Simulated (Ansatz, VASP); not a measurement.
LaAs: VASP beside Ansatz

```
CELL_PARAMETERS angstrom
0.00000 3.07267 3.07267
3.07267 0.00000 3.07267
3.07267 3.07267 0.00000
ATOMIC_POSITIONS crystal
La 0.00000 0.00000 0.00000
As 0.50000 0.50000 0.50000
```

Change from the starting cell: volume scaled by 1.01.

Alike in both runs: task single point; functional PBEsol; k mesh 12 × 12 × 12; occupations fermi-dirac, width 0.05 eV; no spin polarisation.

|  | VASP | Ansatz |
| --- | --- | --- |
| version | VASP 6.6.1 | Ansatz 0.2.0 |
| potentials or method | VASP PAW PBE potentials, release 64 (La, As), cutoff 520 eV | all-electron LAPW, scalar-relativistic |

```csv
,VASP,Ansatz,Ansatz less VASP
pressure (GPa),-1.2,-1.2,+0.01
```

VASP's potentials were made for PBE, not for PBEsol. Ansatz ran all-electron here, and VASP with PAW potentials.

Neither program's run includes spin-orbit coupling.
